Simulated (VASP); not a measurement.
# SnO2 in VASP: a series of runs

SnO2 is run at these levels: PBE; tasks: electric field gradients.

All numbers are computed with VASP 6.6.1; they aren't measurements. Logs are shortened: lines on timing, memory, paths and dates and some standing lists are left out, and cuts for length are marked.

**1. The cell of the first run**

Symmetry: P4_2/mnm, No. 136, tetragonal system. The conventional cell has a = 4.800 Å, b = 4.800 Å, c = 3.228 Å, α = 90.00°, β = 90.00°, γ = 90.00°. Sn (site symmetry mmm) has 6 O at 2.07 to 2.08 Å within 2.7 Å. O (site symmetry m2m) has 3 Sn at 2.07 to 2.08 Å and 1 O at 2.64 Å within 2.7 Å.

**2. Electric field gradients, PBE (volume scaled by 1.04)**

Contents of INCAR:

```
  ALGO = Normal
  EDIFF = 1E-8
  ENCUT = 520
  GGA = PE
  ISIF = 2
  ISMEAR = -1
  LASPH = True
  LCHARG = False
  LEFG = True
  LREAL = False
  LWAVE = False
  NBANDS = 35
  NELM = 100
  PREC = Accurate
  SIGMA = 0.03
```

Contents of KPOINTS:

```
k-points
0
Gamma
  4 4 6
```

Contents of POSCAR:

```
SnO2
1.0
    4.7996907017      0.0000000000      0.0000000000
    0.0000000000      4.7996907017      0.0000000000
    0.0000000000      0.0000000000      3.2283311243
Sn O
2 4
Direct
    0.0000000000      0.0000000000      0.0000000000
    0.5000000000      0.5000000000      0.5000000000
    0.3056200000      0.3056200000      0.0000000000
    0.1943800000      0.8056200000      0.5000000000
    0.6943800000      0.6943800000      0.0000000000
    0.8056200000      0.1943800000      0.5000000000
```

Potentials or basis: VASP PAW PBE potentials, release 64 (Sn_d, O).

Run with:

```bash
$ cat potpaw_PBE.64/Sn_d/POTCAR potpaw_PBE.64/O/POTCAR > POTCAR
$ mpirun -np 1 vasp_std > vasp.out
```

OUTCAR:

```text
EDIFF = 1E-8
   ENCUT = 520
   GGA = PE
   ISIF = 2
   ISMEAR = -1
   LASPH = True
   LREAL = False
   NELM = 100
   PREC = Accurate

 ion  position               nearest neighbor table
   1  0.000  0.000  0.000-   3 2.07   5 2.07   4 2.08   6 2.08   4 2.08   6 2.08   2 3.76   2 3.76
                             2 3.76   2 3.76   2 3.76   2 3.76   2 3.76   2 3.76
   2  0.500  0.500  0.500-   4 2.07   6 2.07   5 2.08   3 2.08   3 2.08   5 2.08   1 3.76   1 3.76
                             1 3.76   1 3.76   1 3.76   1 3.76   1 3.76   1 3.76
   3  0.306  0.306  0.000-   1 2.07   2 2.08   2 2.08
   4  0.194  0.806  0.500-   2 2.07   1 2.08   1 2.08
   5  0.694  0.694  0.000-   1 2.07   2 2.08   2 2.08
   6  0.806  0.194  0.500-   2 2.07   1 2.08   1 2.08

  LATTYP: Found a simple tetragonal cell.
 ALAT       =     4.7996907017
 C/A-ratio  =     0.6726123254

  Lattice vectors:

 A1 = (   4.7996907017,   0.0000000000,   0.0000000000)
 A2 = (   0.0000000000,   4.7996907017,   0.0000000000)
 A3 = (   0.0000000000,   0.0000000000,   3.2283311243)

Analysis of symmetry for initial positions (statically):
=====================================================================
 Subroutine PRICEL returns:
 Original cell was already a primitive cell.

 Routine SETGRP: Setting up the symmetry group for a
 simple tetragonal supercell.

 Subroutine GETGRP returns: Found 16 space group operations
 (whereof  8 operations were pure point group operations)
 out of a pool of 16 trial point group operations.

The static configuration has the point symmetry D_2h.
 The point group associated with its full space group is D_4h.

Analysis of symmetry for dynamics (positions and initial velocities):
=====================================================================
 Subroutine PRICEL returns:
 Original cell was already a primitive cell.

 Routine SETGRP: Setting up the symmetry group for a
 simple tetragonal supercell.

 Subroutine GETGRP returns: Found 16 space group operations
 (whereof  8 operations were pure point group operations)
 out of a pool of 16 trial point group operations.

The dynamic configuration has the point symmetry D_2h.
 The point group associated with its full space group is D_4h.

 Subroutine INISYM returns: Found 16 space group operations
 (whereof  8 operations are pure point group operations),
 and found     1 'primitive' translations

----------------------------------------------------------------------------------------

                                     Primitive cell

  volume of cell :      74.3712

  direct lattice vectors                    reciprocal lattice vectors
     4.799690702  0.000000000  0.000000000     0.208346759  0.000000000  0.000000000
     0.000000000  4.799690702  0.000000000     0.000000000  0.208346759  0.000000000
     0.000000000  0.000000000  3.228331124     0.000000000  0.000000000  0.309757569

  length of vectors
     4.799690702  4.799690702  3.228331124     0.208346759  0.208346759  0.309757569

  position of ions in fractional coordinates (direct lattice)
     0.000000000  0.000000000  0.000000000
     0.500000000  0.500000000  0.500000000
     0.305620000  0.305620000  0.000000000
     0.194380000  0.805620000  0.500000000
     0.694380000  0.694380000  0.000000000
     0.805620000  0.194380000  0.500000000

  ion indices of the primitive-cell ions
   primitive index   ion index
                 1           1
                 2           2
                 3           3
                 4           4
                 5           5
                 6           6

----------------------------------------------------------------------------------------

 KPOINTS: k-points

Automatic generation of k-mesh.
 Grid dimensions read from file:
 generate k-points for:    4    4    6

 Generating k-lattice:

  Cartesian coordinates                     Fractional coordinates (reciprocal lattice)
     0.052086690  0.000000000  0.000000000     0.250000000  0.000000000  0.000000000
     0.000000000  0.052086690  0.000000000     0.000000000  0.250000000  0.000000000
     0.000000000  0.000000000  0.051626261     0.000000000  0.000000000  0.166666667

  Length of vectors
     0.052086690  0.052086690  0.051626261

  Shift w.r.t. Gamma in fractional coordinates (k-lattice)
     0.000000000  0.000000000  0.000000000

 Subroutine IBZKPT returns following result:
 ===========================================

 Found     24 irreducible k-points:

 Following reciprocal coordinates:
            Coordinates               Weight
  0.000000  0.000000  0.000000      1.000000
  0.250000  0.000000  0.000000      4.000000
  0.500000  0.000000  0.000000      2.000000
  0.250000  0.250000  0.000000      4.000000
  0.500000  0.250000  0.000000      4.000000
  0.500000  0.500000  0.000000      1.000000
[... 16 lines left out ...]
  0.500000  0.250000  0.500000      4.000000
  0.500000  0.500000  0.500000      1.000000
   k-points           NKPTS =     24   k-points in BZ     NKDIM =     24   number of bands    NBANDS=     35
   number of dos      NEDOS =    301   number of ions     NIONS =      6
   total plane-waves  NPLWV =  31104
   dimension x,y,z NGX =    36 NGY =   36 NGZ =   24
   dimension x,y,z NGXF=    72 NGYF=   72 NGZF=   48
   ions per type =               2   4
   NGX,Y,Z   is equivalent  to a cutoff of  12.47, 12.47, 12.36 a.u.
   NGXF,Y,Z  is equivalent  to a cutoff of  24.94, 24.94, 24.72 a.u.
 SYSTEM =  unknown system
   PREC   = accura    normal or accurate (medium, high low for compatibility)
   ISTART =      0    job   : 0-new  1-cont  2-samecut
   ICHARG =      2    charge: 1-file 2-atom 10-const
   ISPIN  =      1    spin polarized calculation?
   LNONCOLLINEAR =      F non collinear calculations
   LSORBIT =      F    spin-orbit coupling
   LASPH  =      T    aspherical Exc in radial PAW
   ENCUT  =  520.0 eV  38.22 Ry    6.18 a.u.   8.92  8.92  6.00*2*pi/ulx,y,z
   NELM   =    100;   NELMIN=  2; NELMDL= -5     # of ELM steps
   EDIFF  = 0.1E-07   stopping-criterion for ELM
   LREAL  =      F    real-space projection
   EDIFFG = 0.1E-06   stopping-criterion for IOM
   NSW    =      0    number of steps for IOM
   IBRION =     -1    ionic relax: 0-MD 1-quasi-New 2-CG
   NFREE  =      0    steps in history (QN), initial steepest desc. (CG)
   ISIF   =      2    stress and relaxation
   ISYM   =      2    0-nonsym 1-usesym 2-fastsym
   POTIM  = 0.5000    time-step for ionic-motion
   TEBEG  =    0.0;   TEEND  =   0.0 temperature during run
   PSTRESS=    0.0 pullay stress
   NELECT =      52.0000    total number of electrons
   NUPDOWN=      -1.0000    fix difference up-down
   EMIN   =  10.00;   EMAX   =-10.00  energy-range for DOS
   EFERMI =   0.00;   METHOD = LEGACY
   ISMEAR =    -1;   SIGMA  =   0.03  broadening in eV -4-tet -1-fermi 0-gaus
   EFERMI_NEDOS =   21; number of points for ismear=-14 and -15
   IALGO  =     38    algorithm
   IMIX   =      4    mixing-type and parameters
     AMIX     =   0.40;   BMIX     =  1.00
     AMIX_MAG =   1.60;   BMIX_MAG =  1.00
  volume/ion in A,a.u.               =      12.40        83.65
  Fermi-wavevector in a.u.,A,eV,Ry     =   1.453029  2.745828 28.725907  2.111295
  Thomas-Fermi vector in A             =   2.570343
   LORBIT       =      0    0 simple, 1 ext, 2 COOP (PROOUT), +10 PAW based schemes
   GGA     = PE    functional components
   LHFCALC =     F    Hartree Fock is set to
   AEXX    =    0.0000 exact exchange contribution
   IVDW    =     0    specifies the selected vdW correction
   LEPSILON=     F    determine dielectric tensor
   LRPA    =     F    only Hartree local field effects (RPA)
 non-spin polarized calculation
  energy-cutoff  :      520.00
  volume of cell :       74.37
 maximum number of plane-waves:      2048
 NGX is ok and might be reduce to    36
   NGX = 17   NGY = 17   NGZ = 13

 number of electron      52.0000009 magnetization

 Free energy of the ion-electron system (eV)
  ---------------------------------------------------
  ext. energy  EPLUGINS =         0.00000000
  ---------------------------------------------------
  free energy    TOTEN  =       -37.29510333 eV

  energy without entropy =      -37.29510330  energy(sigma->0) =      -37.29510331

 E-fermi :   6.0988     XC(G=0): -11.0548

 val. band max:        5.7007377416   @ k =   0.0000   0.0000   0.0000
 cond. band min:       6.4967399769   @ k =   0.0000   0.0000   0.0000
 fundamental gap:      0.7960022352
 Fermi energy:         6.0987888856

 k-point     1 :       0.0000    0.0000    0.0000
  band No.  band energies     occupation
      1     -15.3591      2.00000
      2     -14.6494      2.00000
      3     -14.4542      2.00000
      4     -14.4248      2.00000
      5     -14.4248      2.00000
      6     -14.3652      2.00000
[... 27 lines left out ...]
     34      17.4102      0.00000
     35      17.9982      0.00000

 k-point     2 :       0.2500    0.0000    0.0000
  band No.  band energies     occupation
      1     -15.2717      2.00000
      2     -14.7559      2.00000
      3     -14.4528      2.00000
      4     -14.4216      2.00000
      5     -14.4215      2.00000
      6     -14.4168      2.00000
[... 27 lines left out ...]
     34      17.5822      0.00000
     35      18.0589      0.00000
[... 796 lines left out ...]
     34      16.8669      0.00000
     35      18.2954      0.00000

 k-point    24 :       0.5000    0.5000    0.5000
  band No.  band energies     occupation
      1     -15.1284      2.00000
      2     -15.1284      2.00000
      3     -14.7175      2.00000
      4     -14.7175      2.00000
      5     -14.3066      2.00000
      6     -14.3066      2.00000
[... 27 lines left out ...]
     34      16.4299      0.00000
     35      18.6106      0.00000

------------------------ aborting loop because EDIFF is reached ----------------------------------------

  FORCE on cell =-STRESS in cart. coord.  units (eV):
  Direction    XX          YY          ZZ          XY          YZ          ZX
  --------------------------------------------------------------------------------------
  -------------------------------------------------------------------------------------
  Total        1.3723447      1.3723447      1.5138137      0.0000000      0.0000000      0.0000000
  in kB       29.5644100     29.5644100     32.6120764      0.0000000      0.0000000      0.0000000
  external PRESSURE =      30.5802988 kB  Pullay stress =       0.0000000 kB

 VOLUME and BASIS-vectors are now :
 -----------------------------------------------------------------------------
  energy-cutoff  :      520.00
  volume of cell :       74.37
      direct lattice vectors                 reciprocal lattice vectors
     4.799690702  0.000000000  0.000000000     0.208346759  0.000000000  0.000000000
     0.000000000  4.799690702  0.000000000     0.000000000  0.208346759  0.000000000
     0.000000000  0.000000000  3.228331124     0.000000000  0.000000000  0.309757569

 POSITION                                       TOTAL-FORCE (eV/Angst)
 -----------------------------------------------------------------------------------
      0.00000      0.00000      0.00000        -0.000000      0.000000     -0.000000
      2.39985      2.39985      1.61417        -0.000000      0.000000     -0.000000
      1.46688      1.46688      0.00000         0.055127      0.055127      0.000000
      0.93296      3.86673      1.61417        -0.055127      0.055127     -0.000000
      3.33281      3.33281      0.00000        -0.055127     -0.055127     -0.000000
      3.86673      0.93296      1.61417         0.055127     -0.055127     -0.000000
 -----------------------------------------------------------------------------------
    total drift:                                0.000000      0.000000      0.000000

  FREE ENERGIE OF THE ION-ELECTRON SYSTEM (eV)
  ---------------------------------------------------
  free  energy   TOTEN  =       -37.2951033269 eV

  energy  without entropy=      -37.2951032959  energy(sigma->0) =      -37.29510331

 Electric field gradients (V/A^2)
---------------------------------------------------------------------
 ion       V_xx      V_yy      V_zz      V_xy      V_xz      V_yz
---------------------------------------------------------------------
   1      23.493    23.493   -46.986   -28.450    -0.000     0.000
   2      23.493    23.493   -46.986    28.450    -0.000     0.000
   3     -23.916   -23.916    47.832    87.673     0.000     0.000
   4     -23.916   -23.916    47.832   -87.673    -0.000     0.000
   5     -23.916   -23.916    47.832    87.673    -0.000     0.000
   6     -23.916   -23.916    47.832   -87.673     0.000     0.000
---------------------------------------------------------------------

 Electric field gradients after diagonalization (V/A^2)
 (convention: |V_zz| > |V_xx| > |V_yy|)
----------------------------------------------------------------------
 ion       V_xx      V_yy      V_zz     asymmetry (V_yy - V_xx)/ V_zz
----------------------------------------------------------------------
   1     -46.986    -4.958    51.943       0.809
   2     -46.986    -4.958    51.943       0.809
   3      63.757    47.832  -111.589       0.143
   4      63.757    47.832  -111.589       0.143
   5      63.757    47.832  -111.589       0.143
   6      63.757    47.832  -111.589       0.143
----------------------------------------------------------------------

           NMR quadrupolar parameters

 Cq : quadrupolar parameter    Cq=e*Q*V_zz/h
 eta: asymmetry parameters     (V_yy - V_xx)/ V_zz
 Q  : nuclear electric quadrupole moment in mb (millibarn)
----------------------------------------------------------------------
 ion       Cq(MHz)       eta       Q (mb)
----------------------------------------------------------------------
   1       0.126       0.809       1.000
   2       0.126       0.809       1.000
   3      -0.270       0.143       1.000
   4      -0.270       0.143       1.000
   5      -0.270       0.143       1.000
   6      -0.270       0.143       1.000
----------------------------------------------------------------------
```

It took 48 s on 1 thread of Intel Xeon 6975P-C, shared host; peak memory 0.2 GiB.

What came out:

* Free energy: -37.2951 eV
* Pressure: 3.1 GPa
* Largest force: 0.078 eV/Å
* Band gap on the k mesh: 0.80 eV, direct

Forces on the atoms (eV/Å):
```
Sn   0.000  0.000  0.000
Sn   0.000  0.000  0.000
O    0.055  0.055  0.000
O   -0.055  0.055  0.000
O   -0.055 -0.055  0.000
O    0.055 -0.055  0.000
```

Levels at points of the mesh, in eV from the valence-band top:
| k point | band 23 | band 24 | band 25 | band 26 | band 27 | band 28 | band 29 | band 30 |
| --- | --- | --- | --- | --- | --- | --- | --- | --- |
| (0.00, 0.00, 0.00) | -1.26 | -0.75 | -0.75 | 0.00 | 0.80 | 5.83 | 6.11 | 6.11 |
| (0.50, 0.00, 0.00) | -1.21 | -1.21 | -0.61 | -0.61 | 4.02 | 4.02 | 6.88 | 6.88 |
| (0.50, 0.50, 0.00) | -1.33 | -1.33 | -0.87 | -0.87 | 4.43 | 4.43 | 7.25 | 7.25 |
| (0.00, 0.00, 0.50) | -1.57 | -1.57 | -1.20 | -1.20 | 5.72 | 5.72 | 9.46 | 9.46 |
| (0.50, 0.00, 0.50) | -1.04 | -1.04 | -0.74 | -0.74 | 5.99 | 5.99 | 7.73 | 7.73 |
| (0.50, 0.50, 0.50) | -0.92 | -0.92 | -0.79 | -0.79 | 4.44 | 4.44 | 8.72 | 8.72 |

Electric field gradients, principal values (V/Å²):
```
atom   least   middle  greatest (by size)
1 Sn  -4.958  -46.986              51.943
2 Sn  -4.958  -46.986              51.943
 3 O  47.832   63.757            -111.589
 4 O  47.832   63.757            -111.589
 5 O  47.832   63.757            -111.589
 6 O  47.832   63.757            -111.589
```

Caveat: without QUAD_EFG the Cq values of the log hold for a quadrupole moment of 1 mb, not for the nuclei; spin-orbit coupling is left out, which moves the levels of the heavy elements.

(Part 1 of 2 ends here.)
